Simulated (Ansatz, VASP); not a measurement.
Two plane-wave programs on SnGeTe3

```
Sn Ge Te
1.0
     5.43988    0.00000    0.00000
     0.00000    5.43988    0.00000
     0.00000    0.00000    5.43988
Sn Ge Te
1 1 3
Direct
  0.50000 0.50000 0.50000
  0.00000 0.00000 0.00000
  0.50000 0.00000 0.00000
  0.00000 0.50000 0.00000
  0.00000 0.00000 0.50000
```

Change from the starting cell: species swapped into the Tb3GaC type (Pm-3m, No. 221).

Alike in both runs: functional PBE; k mesh 8 × 8 × 8; occupations gaussian, width 0.1 eV; no spin polarisation.

Ansatz relaxed the structure, and its values are those at the end. VASP's run is a single point on that final structure, the one shown.

```csv
,VASP,Ansatz
version,VASP 6.6.1,Ansatz 0.2.0
potentials or method,"VASP PAW PBE potentials, release 64 (Sn_d, Ge_d, Te), cutoff 520 eV","scalar-relativistic, plane waves, PAW"
valence electrons in the cell,46,76
```

|  | VASP | Ansatz | Ansatz less VASP |
| --- | --- | --- | --- |
| gap on the k mesh at the Fermi level (eV) | none | none | - |
| pressure (GPa) | 0.0 | 0.0 | +0.02 |

A gap of «none» marks a metal or a gap that the smearing closes. With one functional, cell and mesh, what is left measures potentials, basis and numerics. VASP's potentials hold 46 valence electrons a cell and Ansatz's 76, so a difference there can come from the potentials and not from the codes.

Spin-orbit coupling is off throughout.
